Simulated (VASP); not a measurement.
# InAs (Fm-3m) in VASP: single point with PBEsol

Aim: the single point of InAs with PBEsol.

All numbers are computed with VASP 6.6.1; they aren't measurements. Logs are shortened: lines on timing, memory, paths and dates and some standing lists are left out, and cuts for length are marked.

## Step 1: The cell of the first run

The structure is cubic, space group Fm-3m (No. 225). Conventional cell: a = 5.755 Å, b = 5.755 Å, c = 5.755 Å, α = 90.00°, β = 90.00°, γ = 90.00°. Within 3.8 Å of In (site symmetry m-3m) lie 6 As at 2.88 Å. Within 3.8 Å of As (site symmetry m-3m) lie 6 In at 2.88 Å.

## Step 2: Single point, PBEsol

File INCAR:

```
ALGO = Normal ; EDIFF = 1E-6
ENCUT = 500 ; GGA = PS
GGA_COMPAT = F ; ISIF = 2
ISMEAR = -1 ; LASPH = T
LCHARG = T ; LELF = T
LREAL = F ; LVHAR = T
LWAVE = F ; NBANDS = 16
NELM = 120 ; PREC = Accurate
SIGMA = 0.05
```

File KPOINTS:

```
k-points
0
Gamma
  4 4 4
```

File POSCAR:

```
InAs
1.0
    4.0691220000      0.0000000000      0.0000000000
    2.0345610000      3.5239630231      0.0000000000
    2.0345610000      1.1746543410      3.3224242004
In As
1 1
Direct
    0.5000000000      0.5000000000      0.5000000000
    0.0000000000      0.0000000000      0.0000000000
```

Potentials or basis: VASP PAW PBE potentials, release 64 (In_d, As).

The run is started by

```console
$ cat potpaw_PBE.64/In_d/POTCAR potpaw_PBE.64/As/POTCAR > POTCAR
$ mpirun -np 1 vasp_std > vasp.out
```

OUTCAR:

```text
EDIFF = 1E-6
   ENCUT = 500
   GGA = PS
   ISIF = 2
   ISMEAR = -1
   LASPH = T
   LREAL = F
   NELM = 120
   PREC = Accurate

 ion  position               nearest neighbor table
   1  0.500  0.500  0.500-   2 2.88   2 2.88   2 2.88   2 2.88   2 2.88   2 2.88
   2  0.000  0.000  0.000-   1 2.88   1 2.88   1 2.88   1 2.88   1 2.88   1 2.88

  LATTYP: Found a face centered cubic cell.
 ALAT       =     5.7546075194

  Lattice vectors:

 A1 = (   4.0691220000,   0.0000000000,   0.0000000000)
 A2 = (   2.0345610000,   3.5239630231,   0.0000000000)
 A3 = (   2.0345610000,   1.1746543410,   3.3224242004)

Analysis of symmetry for initial positions (statically):
=====================================================================
 Subroutine PRICEL returns:
 Original cell was already a primitive cell.

 Routine SETGRP: Setting up the symmetry group for a
 face centered cubic supercell.

 Subroutine GETGRP returns: Found 48 space group operations
 (whereof 48 operations were pure point group operations)
 out of a pool of 48 trial point group operations.

The static configuration has the point symmetry O_h .

Analysis of symmetry for dynamics (positions and initial velocities):
=====================================================================
 Subroutine PRICEL returns:
 Original cell was already a primitive cell.

 Routine SETGRP: Setting up the symmetry group for a
 face centered cubic supercell.

 Subroutine GETGRP returns: Found 48 space group operations
 (whereof 48 operations were pure point group operations)
 out of a pool of 48 trial point group operations.

The dynamic configuration has the point symmetry O_h .

 Subroutine INISYM returns: Found 48 space group operations
 (whereof 48 operations are pure point group operations),
 and found     1 'primitive' translations

----------------------------------------------------------------------------------------

                                     Primitive cell

  volume of cell :      47.6417

  direct lattice vectors                    reciprocal lattice vectors
     4.069122000  0.000000000  0.000000000     0.245753261 -0.141885711 -0.100328349
     2.034561000  3.523963023  0.000000000     0.000000000  0.283771423 -0.100328349
     2.034561000  1.174654341  3.322424200     0.000000000  0.000000000  0.300985046

  length of vectors
     4.069122000  4.069122000  4.069122000     0.300985046  0.300985046  0.300985046

  position of ions in fractional coordinates (direct lattice)
     0.500000000  0.500000000  0.500000000
     0.000000000  0.000000000  0.000000000

  ion indices of the primitive-cell ions
   primitive index   ion index
                 1           1
                 2           2

----------------------------------------------------------------------------------------

 KPOINTS: k-points

Automatic generation of k-mesh.
 Grid dimensions read from file:
 generate k-points for:    4    4    4

 Generating k-lattice:

  Cartesian coordinates                     Fractional coordinates (reciprocal lattice)
     0.061438315 -0.035471428 -0.025082087     0.250000000  0.000000000 -0.000000000
     0.000000000  0.070942856 -0.025082087     0.000000000  0.250000000  0.000000000
     0.000000000  0.000000000  0.075246261     0.000000000  0.000000000  0.250000000

  Length of vectors
     0.075246261  0.075246261  0.075246261

  Shift w.r.t. Gamma in fractional coordinates (k-lattice)
     0.000000000  0.000000000  0.000000000

 Subroutine IBZKPT returns following result:
 ===========================================

 Found      8 irreducible k-points:

 Following reciprocal coordinates:
            Coordinates               Weight
  0.000000  0.000000  0.000000      1.000000
  0.250000  0.000000  0.000000      8.000000
  0.500000  0.000000  0.000000      4.000000
  0.250000  0.250000  0.000000      6.000000
  0.500000  0.250000  0.000000     24.000000
 -0.250000  0.250000 -0.000000     12.000000
  0.500000  0.500000  0.000000      3.000000
 -0.250000  0.500000  0.250000      6.000000
   k-points           NKPTS =      8   k-points in BZ     NKDIM =      8   number of bands    NBANDS=     16
   number of dos      NEDOS =    301   number of ions     NIONS =      2
   total plane-waves  NPLWV =  27000
   dimension x,y,z NGX =    30 NGY =   30 NGZ =   30
   dimension x,y,z NGXF=    60 NGYF=   60 NGZF=   60
   ions per type =               1   1
   NGX,Y,Z   is equivalent  to a cutoff of  12.26, 12.26, 12.26 a.u.
   NGXF,Y,Z  is equivalent  to a cutoff of  24.51, 24.51, 24.51 a.u.
 SYSTEM =  unknown system
   PREC   = accura    normal or accurate (medium, high low for compatibility)
   ISTART =      0    job   : 0-new  1-cont  2-samecut
   ICHARG =      2    charge: 1-file 2-atom 10-const
   ISPIN  =      1    spin polarized calculation?
   LNONCOLLINEAR =      F non collinear calculations
   LSORBIT =      F    spin-orbit coupling
   LASPH  =      T    aspherical Exc in radial PAW
   ENCUT  =  500.0 eV  36.75 Ry    6.06 a.u.   7.42  7.42  7.42*2*pi/ulx,y,z
   NELM   =    120;   NELMIN=  2; NELMDL= -5     # of ELM steps
   EDIFF  = 0.1E-05   stopping-criterion for ELM
   LREAL  =      F    real-space projection
   EDIFFG = 0.1E-04   stopping-criterion for IOM
   NSW    =      0    number of steps for IOM
   IBRION =     -1    ionic relax: 0-MD 1-quasi-New 2-CG
   NFREE  =      0    steps in history (QN), initial steepest desc. (CG)
   ISIF   =      2    stress and relaxation
   ISYM   =      2    0-nonsym 1-usesym 2-fastsym
   POTIM  = 0.5000    time-step for ionic-motion
   TEBEG  =    0.0;   TEEND  =   0.0 temperature during run
   PSTRESS=    0.0 pullay stress
   NELECT =      18.0000    total number of electrons
   NUPDOWN=      -1.0000    fix difference up-down
   EMIN   =  10.00;   EMAX   =-10.00  energy-range for DOS
   EFERMI =   0.00;   METHOD = LEGACY
   ISMEAR =    -1;   SIGMA  =   0.05  broadening in eV -4-tet -1-fermi 0-gaus
   EFERMI_NEDOS =   21; number of points for ismear=-14 and -15
   IALGO  =     38    algorithm
   IMIX   =      4    mixing-type and parameters
     AMIX     =   0.40;   BMIX     =  1.00
     AMIX_MAG =   1.60;   BMIX_MAG =  1.00
  volume/ion in A,a.u.               =      23.82       160.75
  Fermi-wavevector in a.u.,A,eV,Ry     =   1.183505  2.236499 19.057451  1.400683
  Thomas-Fermi vector in A             =   2.319738
   LORBIT       =      0    0 simple, 1 ext, 2 COOP (PROOUT), +10 PAW based schemes
   GGA     = PS    functional components
   LHFCALC =     F    Hartree Fock is set to
   AEXX    =    0.0000 exact exchange contribution
   IVDW    =     0    specifies the selected vdW correction
   LEPSILON=     F    determine dielectric tensor
   LRPA    =     F    only Hartree local field effects (RPA)
 non-spin polarized calculation
  energy-cutoff  :      500.00
  volume of cell :       47.64
 maximum number of plane-waves:      1243
 NGX is ok and might be reduce to    30
   NGX = 15   NGY = 15   NGZ = 15

 number of electron      18.0000002 magnetization

 Free energy of the ion-electron system (eV)
  ---------------------------------------------------
  ext. energy  EPLUGINS =         0.00000000
  ---------------------------------------------------
  free energy    TOTEN  =        -7.85046529 eV

  energy without entropy =       -7.82117673  energy(sigma->0) =       -7.83582101

 E-fermi :   5.9513     XC(G=0): -10.2338

 val. band max:        5.7957379723   @ k =   0.2500   0.0000   0.0000
 cond. band min:       6.0260764037   @ k =   0.5000   0.2500   0.0000
 fundamental gap:      0.2303384314
 Fermi energy:         5.9512512039

 k-point     1 :       0.0000    0.0000    0.0000
  band No.  band energies     occupation
      1      -8.5426      2.00000
      2      -8.5426      2.00000
      3      -8.5260      2.00000
      4      -8.5260      2.00000
      5      -8.5260      2.00000
      6      -6.2558      2.00000
      7       5.1027      2.00000
      8       5.6698      1.99284
      9       5.6698      1.99284
     10       5.6698      1.99284
     11      12.9378      0.00000
     12      12.9378      0.00000
     13      12.9378      0.00000
     14      13.2059      0.00000
     15      13.2059      0.00000
     16      13.2059      0.00000

 k-point     2 :       0.2500    0.0000    0.0000
  band No.  band energies     occupation
      1      -8.5663      2.00000
      2      -8.5663      2.00000
      3      -8.5278      2.00000
      4      -8.4991      2.00000
      5      -8.4991      2.00000
      6      -5.6000      2.00000
      7       1.5329      2.00000
      8       5.7957      1.91463
      9       5.7957      1.91463
     10       7.8985      0.00000
     11      10.5223      0.00000
     12      10.5223      0.00000
     13      10.7758      0.00000
     14      13.4674      0.00000
     15      14.5015      0.00000
     16      14.5015      0.00000

 k-point     3 :       0.5000    0.0000    0.0000
  band No.  band energies     occupation
      1      -8.5918      2.00000
      2      -8.5918      2.00000
      3      -8.5319      2.00000
      4      -8.4701      2.00000
      5      -8.4701      2.00000
      6      -4.5413      2.00000
      7      -0.7559      2.00000
      8       6.0643      0.18893
      9       6.0643      0.18893
     10       7.8574      0.00000
     11       8.9995      0.00000
     12       8.9995      0.00000
     13      10.1595      0.00000
     14      16.3817      0.00000
     15      17.6268      0.00000
     16      17.6268      0.00000

 k-point     4 :       0.2500    0.2500    0.0000
  band No.  band energies     occupation
      1      -8.6448      2.00000
      2      -8.5446      2.00000
      3      -8.5260      2.00000
      4      -8.4885      2.00000
      5      -8.4885      2.00000
      6      -5.3157      2.00000
      7       2.2030      2.00000
      8       4.5021      2.00000
      9       4.5021      2.00000
     10       6.5050      0.00003
     11      10.5686      0.00000
     12      11.2859      0.00000
     13      13.2229      0.00000
     14      13.2229      0.00000
     15      16.8386      0.00000
     16      17.0424      0.00000

 k-point     5 :       0.5000    0.2500    0.0000
  band No.  band energies     occupation
      1      -8.6937      2.00000
      2      -8.5485      2.00000
      3      -8.5334      2.00000
      4      -8.4789      2.00000
      5      -8.4612      2.00000
      6      -4.1668      2.00000
      7       0.2393      2.00000
      8       3.1819      2.00000
      9       4.4794      2.00000
     10       6.0261      0.36590
     11      11.0191      0.00000
     12      11.8567      0.00000
     13      12.6119      0.00000
     14      14.2076      0.00000
     15      17.9523      0.00000
     16      18.1050      0.00000

 k-point     6 :      -0.2500    0.2500   -0.0000
  band No.  band energies     occupation
      1      -8.6219      2.00000
      2      -8.5765      2.00000
      3      -8.5124      2.00000
      4      -8.4941      2.00000
      5      -8.4843      2.00000
      6      -4.6228      2.00000
      7       0.4585      2.00000
      8       3.0840      2.00000
      9       5.7893      1.92453
     10       7.7136      0.00000
     11       9.9233      0.00000
     12      10.2811      0.00000
     13      12.3362      0.00000
     14      14.7585      0.00000
     15      16.0133      0.00000
     16      17.1816      0.00000

 k-point     7 :       0.5000    0.5000    0.0000
  band No.  band energies     occupation
      1      -8.7972      2.00000
      2      -8.5633      2.00000
      3      -8.5094      2.00000
      4      -8.4468      2.00000
      5      -8.4468      2.00000
      6      -3.6648      2.00000
      7       1.0904      2.00000
      8       2.7805      2.00000
      9       3.5988      2.00000
     10       3.5988      2.00000
     11       9.5966      0.00000
     12      14.9541      0.00000
     13      14.9541      0.00000
     14      15.8162      0.00000
     15      18.8375      0.00000
     16      20.2286      0.00000

 k-point     8 :      -0.2500    0.5000    0.2500
  band No.  band energies     occupation
      1      -8.7278      2.00000
      2      -8.5497      2.00000
      3      -8.5084      2.00000
      4      -8.5084      2.00000
      5      -8.4467      2.00000
      6      -3.6501      2.00000
      7       0.9918      2.00000
      8       2.1033      2.00000
      9       2.1033      2.00000
     10       8.0260      0.00000
     11       9.8023      0.00000
     12      12.5913      0.00000
     13      12.5913      0.00000
     14      16.3481      0.00000
     15      16.3481      0.00000
     16      20.1176      0.00000

------------------------ aborting loop because EDIFF is reached ----------------------------------------

  FORCE on cell =-STRESS in cart. coord.  units (eV):
  Direction    XX          YY          ZZ          XY          YZ          ZX
  --------------------------------------------------------------------------------------
  -------------------------------------------------------------------------------------
  Total       -0.6692868     -0.6692868     -0.6692868      0.0000000      0.0000000     -0.0000000
  in kB      -22.5079376    -22.5079376    -22.5079376      0.0000000      0.0000000     -0.0000000
  external PRESSURE =     -22.5079376 kB  Pullay stress =       0.0000000 kB

 VOLUME and BASIS-vectors are now :
 -----------------------------------------------------------------------------
  energy-cutoff  :      500.00
  volume of cell :       47.64
      direct lattice vectors                 reciprocal lattice vectors
     4.069122000  0.000000000  0.000000000     0.245753261 -0.141885711 -0.100328349
     2.034561000  3.523963023  0.000000000     0.000000000  0.283771423 -0.100328349
     2.034561000  1.174654341  3.322424200     0.000000000  0.000000000  0.300985046

 POSITION                                       TOTAL-FORCE (eV/Angst)
 -----------------------------------------------------------------------------------
      4.06912      2.34931      1.66121         0.000000      0.000000      0.000000
      0.00000      0.00000      0.00000        -0.000000     -0.000000      0.000000
 -----------------------------------------------------------------------------------
    total drift:                                0.000000      0.000000     -0.000000

  FREE ENERGIE OF THE ION-ELECTRON SYSTEM (eV)
  ---------------------------------------------------
  free  energy   TOTEN  =        -7.8504652936 eV

  energy  without entropy=       -7.8211767279  energy(sigma->0) =       -7.83582101
```

Wall time 7.9 s (1 thread of Intel Xeon 6975P-C, shared host); peak memory 0.16 GiB.

What came out:

| Quantity | Value |
| --- | --- |
| Free energy | -7.8505 eV |
| Pressure | -2.3 GPa |
| Band gap on the k mesh | zero (band 9 reaches 6.06 eV, above the bottom of band 10 at 3.60 eV) |

Levels at points of the mesh, in eV from the Fermi level:
```csv
k point,band 6,band 7,band 8,band 9,band 10,band 11,band 12,band 13
"(0.00, 0.00, 0.00)",-12.21,-0.85,-0.28,-0.28,-0.28,6.99,6.99,6.99
"(0.50, 0.00, 0.00)",-10.49,-6.71,0.11,0.11,1.91,3.05,3.05,4.21
"(0.50, 0.50, 0.00)",-9.62,-4.86,-3.17,-2.35,-2.35,3.65,9.00,9.00
```

Caveat: the k points lie up to 0.47 Å⁻¹ apart; the PAW data sets were made with another functional, which shifts forces and pressure a little; spin-orbit coupling is left out, which moves the levels of the heavy elements.
